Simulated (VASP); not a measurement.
# Te2Mo (P6_3/mmc) in VASP: notebook

Aim: see how the results for Te2Mo move with the level of theory and the settings. Levels: r2SCAN+rVV10, r2SCAN. Tasks: single point.

Everything below comes from runs of VASP 6.6.1. Logs are shortened: lines on timing, memory, paths and dates and some standing lists are left out, and cuts for length are marked.

**The experiment to reproduce.**

“Broadband infrared study of pressure-tunable Fano resonance and metallization transition in 2H-MoTe2”, 2022, pmc:9569381 quotes, for a bulk crystal of Te2Mo at 300 K: band gap 0.88 ± 0.05 eV (indirect).

How close the calculation comes is told below.

## (1) The cell of the first run

Symmetry: P6_3/mmc, No. 194, hexagonal system. The conventional cell has a = 3.542 Å, b = 3.542 Å, c = 14.177 Å, α = 90.00°, β = 90.00°, γ = 120.00°. Within 3.6 Å of Te (site symmetry 3m) lie 3 Mo at 2.72 Å and 7 Te at 3.54 to 3.59 Å. Mo (site symmetry -6m2) has 6 Te at 2.72 Å and 6 Mo at 3.54 Å within 3.6 Å.

## (2) Single point, r2SCAN+rVV10

File POSCAR:

```
Te2Mo
1.0
    3.5421276629      0.0000000000      0.0000000000
   -1.7710638315      3.0675725395      0.0000000000
    0.0000000000      0.0000000000     14.1766429168
Te Mo
4 2
Direct
    0.3333333333      0.6666666667      0.6234149329
    0.6666666667      0.3333333333      0.1234149329
    0.3333333333      0.6666666667      0.8765850671
    0.6666666667      0.3333333333      0.3765850671
    0.3333333333      0.6666666667      0.2500000000
    0.6666666667      0.3333333333      0.7500000000
```

File INCAR.step1:

```
SYSTEM = Te2Mo
  PREC = Accurate
  ENCUT = 520
  ISMEAR = -1
  SIGMA = 0.02
  LREAL = .False.
  LASPH = .True.
  NELM = 80
  NBANDS = 35
  GGA = PE
  ALGO = Normal
  EDIFF = 1E-4
  LWAVE = .True.
  LCHARG = .False.
```

File INCAR.step2:

```
SYSTEM = Te2Mo
  PREC = Accurate
  ENCUT = 520
  EDIFF = 1E-6
  ISMEAR = -1
  SIGMA = 0.02
  LREAL = .False.
  LASPH = .True.
  NELM = 80
  ALGO = Normal
  ISIF = 2
  LWAVE = .False.
  LCHARG = .False.
  METAGGA = R2SCAN
  LMIXTAU = .True.
  LUSE_VDW = .True.
  IVDW_NL = 2
  BPARAM = 11.95
  CPARAM = 0.0093
  NBANDS = 35
  ISTART = 1
```

File KPOINTS:

```
Automatic mesh
0
Gamma
  12 12 2
  0 0 0
```

Potentials or basis: VASP PAW PBE potentials, release 64 (Te, Mo_sv).

On the command line:

```bash
$ cat potpaw_PBE.64/Te/POTCAR potpaw_PBE.64/Mo_sv/POTCAR > POTCAR
$ cp INCAR.step1 INCAR
$ mpirun -np 1 vasp_std > vasp.out
$ cp INCAR.step2 INCAR
$ mpirun -np 1 vasp_std > vasp.out
```

OUTCAR:

```text
SYSTEM = Te2Mo
   PREC = Accurate
   ENCUT = 520
   EDIFF = 1E-6
   ISMEAR = -1
   LREAL = .False.
   LASPH = .True.
   NELM = 80
   ISIF = 2
   METAGGA = R2SCAN
   IVDW_NL = 2
   BPARAM = 11.95
   ISTART = 1

 ion  position               nearest neighbor table
   1  0.333  0.667  0.623-   6 2.72   6 2.72   6 2.72   3 3.59
   2  0.667  0.333  0.123-   5 2.72   5 2.72   5 2.72   4 3.59
   3  0.333  0.667  0.877-   6 2.72   6 2.72   6 2.72   1 3.59
   4  0.667  0.333  0.377-   5 2.72   5 2.72   5 2.72   2 3.59
   5  0.333  0.667  0.250-   2 2.72   4 2.72   2 2.72   4 2.72   2 2.72   4 2.72
   6  0.667  0.333  0.750-   1 2.72   3 2.72   1 2.72   3 2.72   1 2.72   3 2.72

  LATTYP: Found a hexagonal cell.
 ALAT       =     3.5421276629
 C/A-ratio  =     4.0022958702

  Lattice vectors:

 A1 = (   3.5421276629,   0.0000000000,   0.0000000000)
 A2 = (  -1.7710638315,   3.0675725395,   0.0000000000)
 A3 = (   0.0000000000,   0.0000000000,  14.1766429168)

Analysis of symmetry for initial positions (statically):
=====================================================================
 Subroutine PRICEL returns:
 Original cell was already a primitive cell.

 Routine SETGRP: Setting up the symmetry group for a
 hexagonal supercell.

 Subroutine GETGRP returns: Found 24 space group operations
 (whereof 12 operations were pure point group operations)
 out of a pool of 24 trial point group operations.

The static configuration has the point symmetry D_3d.
 The point group associated with its full space group is D_6h.

Analysis of symmetry for dynamics (positions and initial velocities):
=====================================================================
 Subroutine PRICEL returns:
 Original cell was already a primitive cell.

 Routine SETGRP: Setting up the symmetry group for a
 hexagonal supercell.

 Subroutine GETGRP returns: Found 24 space group operations
 (whereof 12 operations were pure point group operations)
 out of a pool of 24 trial point group operations.

The dynamic configuration has the point symmetry D_3d.
 The point group associated with its full space group is D_6h.

 Subroutine INISYM returns: Found 24 space group operations
 (whereof 12 operations are pure point group operations),
 and found     1 'primitive' translations

----------------------------------------------------------------------------------------

                                     Primitive cell

  volume of cell :     154.0396

  direct lattice vectors                    reciprocal lattice vectors
     3.542127663  0.000000000  0.000000000     0.282316194  0.162995331  0.000000000
    -1.771063832  3.067572539  0.000000000     0.000000000  0.325990661  0.000000000
     0.000000000  0.000000000 14.176642917     0.000000000  0.000000000  0.070538562

  length of vectors
     3.542127663  3.542127663 14.176642917     0.325990661  0.325990661  0.070538562

  position of ions in fractional coordinates (direct lattice)
     0.333333333  0.666666667  0.623414933
     0.666666667  0.333333333  0.123414933
     0.333333333  0.666666667  0.876585067
     0.666666667  0.333333333  0.376585067
     0.333333333  0.666666667  0.250000000
     0.666666667  0.333333333  0.750000000

  ion indices of the primitive-cell ions
   primitive index   ion index
                 1           1
                 2           2
                 3           3
                 4           4
                 5           5
                 6           6

----------------------------------------------------------------------------------------

 KPOINTS: Automatic mesh

Automatic generation of k-mesh.
 Grid dimensions read from file:
 generate k-points for:   12   12    2

 Generating k-lattice:

  Cartesian coordinates                     Fractional coordinates (reciprocal lattice)
     0.023526349  0.013582944  0.000000000     0.083333333  0.000000000  0.000000000
     0.000000000  0.027165888  0.000000000     0.000000000  0.083333333  0.000000000
     0.000000000  0.000000000  0.035269281     0.000000000  0.000000000  0.500000000

  Length of vectors
     0.027165888  0.027165888  0.035269281

  Shift w.r.t. Gamma in fractional coordinates (k-lattice)
     0.000000000  0.000000000  0.000000000

 Subroutine IBZKPT returns following result:
 ===========================================

 Found     38 irreducible k-points:

 Following reciprocal coordinates:
            Coordinates               Weight
  0.000000  0.000000  0.000000      1.000000
  0.083333  0.000000  0.000000      6.000000
  0.166667  0.000000  0.000000      6.000000
  0.250000  0.000000  0.000000      6.000000
  0.333333  0.000000  0.000000      6.000000
  0.416667  0.000000  0.000000      6.000000
[... 16 lines left out ...]
  0.250000  0.000000  0.500000      6.000000
  0.333333  0.000000  0.500000      6.000000
 [... further k-points ...]
   k-points           NKPTS =     38   k-points in BZ     NKDIM =     38   number of bands    NBANDS=     35
   number of dos      NEDOS =    301   number of ions     NIONS =      6
   total plane-waves  NPLWV =  84672
   dimension x,y,z NGX =    28 NGY =   28 NGZ =  108
   dimension x,y,z NGXF=    56 NGYF=   56 NGZF=  216
   ions per type =               4   2
   NGX,Y,Z   is equivalent  to a cutoff of  13.14, 13.14, 12.66 a.u.
   NGXF,Y,Z  is equivalent  to a cutoff of  26.28, 26.28, 25.33 a.u.
 SYSTEM =  Te2Mo
   PREC   = accura    normal or accurate (medium, high low for compatibility)
   ISTART =      1    job   : 0-new  1-cont  2-samecut
   ICHARG =      0    charge: 1-file 2-atom 10-const
   ISPIN  =      1    spin polarized calculation?
   LNONCOLLINEAR =      F non collinear calculations
   LSORBIT =      F    spin-orbit coupling
   LASPH  =      T    aspherical Exc in radial PAW
   ENCUT  =  520.0 eV  38.22 Ry    6.18 a.u.   6.59  6.59 26.36*2*pi/ulx,y,z
   NELM   =     80;   NELMIN=  2; NELMDL=  0     # of ELM steps
   EDIFF  = 0.1E-05   stopping-criterion for ELM
   LREAL  =      F    real-space projection
   EDIFFG = 0.1E-04   stopping-criterion for IOM
   NSW    =      0    number of steps for IOM
   IBRION =     -1    ionic relax: 0-MD 1-quasi-New 2-CG
   NFREE  =      0    steps in history (QN), initial steepest desc. (CG)
   ISIF   =      2    stress and relaxation
   ISYM   =      2    0-nonsym 1-usesym 2-fastsym
   POTIM  = 0.5000    time-step for ionic-motion
   TEBEG  =    0.0;   TEEND  =   0.0 temperature during run
   PSTRESS=    0.0 pullay stress
   NELECT =      52.0000    total number of electrons
   NUPDOWN=      -1.0000    fix difference up-down
   EMIN   =  10.00;   EMAX   =-10.00  energy-range for DOS
   EFERMI =   0.00;   METHOD = LEGACY
   ISMEAR =    -1;   SIGMA  =   0.02  broadening in eV -4-tet -1-fermi 0-gaus
   EFERMI_NEDOS =   21; number of points for ismear=-14 and -15
   IALGO  =     38    algorithm
   IMIX   =      4    mixing-type and parameters
     AMIX     =   0.40;   BMIX     =  1.00
     AMIX_MAG =   1.60;   BMIX_MAG =  1.00
  volume/ion in A,a.u.               =      25.67       173.25
  Fermi-wavevector in a.u.,A,eV,Ry     =   1.139896  2.154091 17.678897  1.299362
  Thomas-Fermi vector in A             =   2.276599
   LORBIT       =      0    0 simple, 1 ext, 2 COOP (PROOUT), +10 PAW based schemes
   METAGGA = R2SCAN    functional components
   LHFCALC =     F    Hartree Fock is set to
   AEXX    =    0.0000 exact exchange contribution
   IVDW_NL    =     2    kernel type
   BPARAM     =11.9500
   IVDW    =     0    specifies the selected vdW correction
   LEPSILON=     F    determine dielectric tensor
   LRPA    =     F    only Hartree local field effects (RPA)
 non-spin polarized calculation
  energy-cutoff  :      520.00
  volume of cell :      154.04
 maximum number of plane-waves:      4205
 NGX is ok and might be reduce to    28
   NGX = 13   NGY = 13   NGZ = 53

 number of electron      52.0000003 magnetization

 Free energy of the ion-electron system (eV)
  ---------------------------------------------------
  ext. energy  EPLUGINS =         0.00000000
  ---------------------------------------------------
  free energy    TOTEN  =      -154.51147256 eV

  energy without entropy =     -154.51147256  energy(sigma->0) =     -154.51147256

 E-fermi :   8.1478     XC(G=0): -10.8945

 val. band max:        7.6819359026   @ k =   0.0000   0.0000   0.0000
 cond. band min:       8.5905899185   @ k =   0.2500   0.1667   0.0000
 fundamental gap:      0.9086540160
 Fermi energy:         8.1477579398

 k-point     1 :       0.0000    0.0000    0.0000
  band No.  band energies     occupation
      1     -55.0976      2.00000
      2     -55.0976      2.00000
      3     -28.5296      2.00000
      4     -28.5296      2.00000
      5     -28.4249      2.00000
      6     -28.4249      2.00000
[... 27 lines left out ...]
     34      11.1421      0.00000
     35      13.8327      0.00000

 k-point     2 :       0.0833    0.0000    0.0000
  band No.  band energies     occupation
      1     -55.0970      2.00000
      2     -55.0970      2.00000
      3     -28.5276      2.00000
      4     -28.5275      2.00000
      5     -28.4339      2.00000
      6     -28.4339      2.00000
[... 27 lines left out ...]
     34      10.9420      0.00000
     35      14.2420      0.00000

 k-point     3 :       0.1667    0.0000    0.0000
  band No.  band energies     occupation
      1     -55.0951      2.00000
      2     -55.0951      2.00000
      3     -28.5220      2.00000
      4     -28.5220      2.00000
      5     -28.4584      2.00000
      6     -28.4584      2.00000
[... 27 lines left out ...]
     34      11.1472      0.00000
     35      14.4684      0.00000
[... 723 lines left out ...]
 k-point    23 :       0.2500    0.0000    0.5000
  band No.  band energies     occupation
      1     -55.0925      2.00000
      2     -55.0925      2.00000
      3     -28.5144      2.00000
      4     -28.5144      2.00000
      5     -28.4918      2.00000
      6     -28.4918      2.00000
[... 27 lines left out ...]
     34      11.2070      0.00000
     35      14.2496      0.00000

 k-point    24 :       0.3333    0.0000    0.5000
  band No.  band energies     occupation
      1     -55.0900      2.00000
      2     -55.0900      2.00000
      3     -28.5249      2.00000
      4     -28.5249      2.00000
      5     -28.5067      2.00000
      6     -28.5067      2.00000
[... 27 lines left out ...]
     34      11.3120      0.00000
     35      13.2556      0.00000

 [... further k-points ...]

------------------------ aborting loop because EDIFF is reached ----------------------------------------

  FORCE on cell =-STRESS in cart. coord.  units (eV):
  Direction    XX          YY          ZZ          XY          YZ          ZX
  --------------------------------------------------------------------------------------
  -------------------------------------------------------------------------------------
  Total        0.3621645      0.3621645      0.4559862     -0.0000000     -0.0000000     -0.0000000
  in kB        3.7668993      3.7668993      4.7427461     -0.0000000     -0.0000000     -0.0000000
  external PRESSURE =       4.0921816 kB  Pullay stress =       0.0000000 kB

 VOLUME and BASIS-vectors are now :
 -----------------------------------------------------------------------------
  energy-cutoff  :      520.00
  volume of cell :      154.04
      direct lattice vectors                 reciprocal lattice vectors
     3.542127663  0.000000000  0.000000000     0.282316194  0.162995331  0.000000000
    -1.771063832  3.067572539  0.000000000     0.000000000  0.325990661  0.000000000
     0.000000000  0.000000000 14.176642917     0.000000000  0.000000000  0.070538562

 POSITION                                       TOTAL-FORCE (eV/Angst)
 -----------------------------------------------------------------------------------
     -0.00000      2.04505      8.83793         0.000000      0.000000     -0.047018
      1.77106      1.02252      1.74961         0.000000     -0.000000     -0.047018
     -0.00000      2.04505     12.42703         0.000000      0.000000      0.047018
      1.77106      1.02252      5.33871         0.000000     -0.000000      0.047018
     -0.00000      2.04505      3.54416        -0.000000     -0.000000     -0.000000
      1.77106      1.02252     10.63248        -0.000000      0.000000     -0.000000
 -----------------------------------------------------------------------------------
    total drift:                               -0.000000      0.000000     -0.000000

  FREE ENERGIE OF THE ION-ELECTRON SYSTEM (eV)
  ---------------------------------------------------
  free  energy   TOTEN  =      -154.5114725649 eV

  energy  without entropy=     -154.5114725649  energy(sigma->0) =     -154.51147256
```

It took 7.6 min on 1 thread of Intel Xeon 6975P-C (Granite Rapids), shared host; peak memory 0.71 GiB.

Results:

```
Free energy            : -154.5115 eV
Pressure               : 0.4 GPa
Largest force          : 0.047 eV/Å
Band gap on the k mesh : 0.91 eV, indirect (least direct gap 1.09 eV)
```

Forces in eV/Å, atoms in the order of the input:
```
Te   0.000  0.000 -0.047
Te   0.000  0.000 -0.047
Te   0.000  0.000  0.047
Te   0.000  0.000  0.047
Mo   0.000  0.000  0.000
Mo   0.000  0.000  0.000
```

Levels at points of the mesh, in eV from the valence-band top:
| k point | band 24 | band 25 | band 26 | band 27 | band 28 | band 29 |
| --- | --- | --- | --- | --- | --- | --- |
| (0.00, 0.00, 0.00) | -0.99 | -0.50 | 0.00 | 2.99 | 2.99 | 3.09 |
| (0.50, 0.00, 0.00) | -0.97 | -0.73 | -0.49 | 1.31 | 1.36 | 1.57 |
| (0.00, 0.00, 0.50) | -1.16 | -0.12 | -0.12 | 3.02 | 3.02 | 3.02 |
| (0.50, 0.00, 0.50) | -0.98 | -0.61 | -0.61 | 1.33 | 1.33 | 1.72 |

Caveat: the PAW data sets were made with another functional, which shifts forces and pressure a little; spin-orbit coupling is left out, which moves the levels of the heavy elements.

## (3) Single point, r2SCAN

POSCAR is that of step 2.

File INCAR.step1:

```
PREC = Accurate
ENCUT = 520
ISMEAR = 0
SIGMA = 0.01
LREAL = False
LASPH = True
NELM = 80
NBANDS = 35
GGA = PE
ALGO = Normal
EDIFF = 1E-4
LWAVE = True
LCHARG = False
```

File INCAR.step2:

```
PREC = Accurate
ENCUT = 520
EDIFF = 1E-7
ISMEAR = 0
SIGMA = 0.01
LREAL = False
LASPH = True
NELM = 80
ALGO = Normal
ISIF = 2
LWAVE = False
LCHARG = False
METAGGA = R2SCAN
LMIXTAU = True
NBANDS = 35
ISTART = 1
```

File KPOINTS:

```
regular mesh
0
Gamma
  12 12 2
```

Potentials or basis: VASP PAW PBE potentials, release 64 (Te, Mo_sv).

On the command line:

```bash
$ cat potpaw_PBE.64/Te/POTCAR potpaw_PBE.64/Mo_sv/POTCAR > POTCAR
$ cp INCAR.step1 INCAR
$ mpirun -np 1 vasp_std > vasp.out
$ cp INCAR.step2 INCAR
$ mpirun -np 1 vasp_std > vasp.out
```

It took 6.2 min on 1 thread of Intel Xeon 6975P-C (Granite Rapids), shared host; peak memory 0.41 GiB.

Results (log left out):

| Quantity | Value |
| --- | --- |
| Free energy | -155.6367 eV |
| Pressure | 1.3 GPa |
| Largest force | 0.008 eV/Å |
| Band gap on the k mesh | 0.93 eV, indirect (least direct gap 1.09 eV) |

Forces in eV/Å, atoms in the order of the input:
```
Te   0.000  0.000  0.008
Te   0.000  0.000  0.008
Te   0.000  0.000 -0.008
Te   0.000  0.000 -0.008
Mo   0.000  0.000  0.000
Mo   0.000  0.000  0.000
```

Levels at points of the mesh, in eV from the valence-band top:
```csv
k point,band 24,band 25,band 26,band 27,band 28,band 29
"(0.00, 0.00, 0.00)",-0.98,-0.50,0.00,2.98,2.98,3.09
"(0.50, 0.00, 0.00)",-0.95,-0.73,-0.49,1.31,1.37,1.58
"(0.00, 0.00, 0.50)",-1.16,-0.12,-0.12,3.02,3.02,3.02
"(0.50, 0.00, 0.50)",-0.97,-0.61,-0.61,1.34,1.34,1.73
```

Caveat: the PAW data sets were made with another functional, which shifts forces and pressure a little; spin-orbit coupling is left out, which moves the levels of the heavy elements.

## (4) Against experiment

Step 2. A measured gap of Te2Mo is 0.88 eV (indirect; 300 K; quoted in “Broadband infrared study of pressure-tunable Fano resonance and metallization transition in 2H-MoTe2”, 2022, pmc:9569381); the calculated 0.91 eV misses it by +0.03 eV. Spin-orbit coupling on Mo, Te is left out. The value is that of r2SCAN+rVV10 on a finite k mesh, which can miss the band edges, without temperature or zero-point motion.

Step 3. Against the measured gap of Te2Mo, 0.88 eV (indirect; 300 K; quoted in “Broadband infrared study of pressure-tunable Fano resonance and metallization transition in 2H-MoTe2”, 2022, pmc:9569381), the calculated 0.93 eV is off by +0.05 eV. Spin-orbit coupling on Mo, Te is left out. The value is that of r2SCAN on a finite k mesh, which can miss the band edges, without temperature or zero-point motion.
